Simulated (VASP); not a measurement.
Write the native input for VASP 6.6.1 that does the following.

- Task: single point
- Functional: PBE
- Potentials or basis: VASP PAW PBE potentials, release 64 (V_sv, H, Gd)
- Cutoff: 520 eV
- k mesh: 5 × 5 × 5
- Occupations: methfessel-paxton, width 0.0479 eV
- Spin: collinear spin, ferrimagnetic start
- Starting moments: [0.4, 0.0, 0.0, 0.0, -6.9] μB
- Dipole correction: no
- Further INCAR settings: ALGO = Normal; EDIFF = 1e-06; NBANDS = 29

The structure of GdVH3 lies in POSCAR:

```
GdVH3
1.0
    3.6600660210      0.0000000000      0.0000000000
    0.0000000000      3.6600660210      0.0000000000
    0.0000000000      0.0000000000      3.6600660210
V H Gd
1 3 1
Direct
    0.0000000000      0.0000000000      0.0000000000
    0.5000000000      0.0000000000      0.0000000000
    0.0000000000      0.5000000000      0.0000000000
    0.0000000000      0.0000000000      0.5000000000
    0.5000000000      0.5000000000      0.5000000000
```

The input as run:

INCAR

```
  ALGO = Normal
  EDIFF = 1E-6
  ENCUT = 520
  GGA = PE
  ISIF = 2
  ISMEAR = 1
  ISPIN = 2
  LASPH = True
  LCHARG = False
  LMAXMIX = 6
  LORBIT = 11
  LREAL = False
  LWAVE = False
  MAGMOM = 0.4 0 0 0 -6.9
  NBANDS = 29
  NELM = 150
  PREC = Accurate
  SIGMA = 0.0479
```

KPOINTS

```
k-points
0
Gamma
  5 5 5
```

Potentials or basis: VASP PAW PBE potentials, release 64 (V_sv, H, Gd).

Run with:

```sh
$ cat potpaw_PBE.64/V_sv/POTCAR potpaw_PBE.64/H/POTCAR potpaw_PBE.64/Gd/POTCAR > POTCAR
$ mpirun -np 1 vasp_std > vasp.out
```

It gave:

```
Pressure                                              : 0.0 GPa
Net moment                                            : -6.63 μB per cell
Site moments                                          : V +0.52; H +0.00; Gd -6.83 μB
Valence electrons inside the program's atomic spheres : V 11.65; H 0.56; Gd 15.24
```

It took 76 s on 1 thread of Intel(R) Xeon(R) Platinum 8259CL CPU @ 2.50GHz (Skylake/Cascade Lake), with other jobs on the host, peak memory 0.2 GiB.
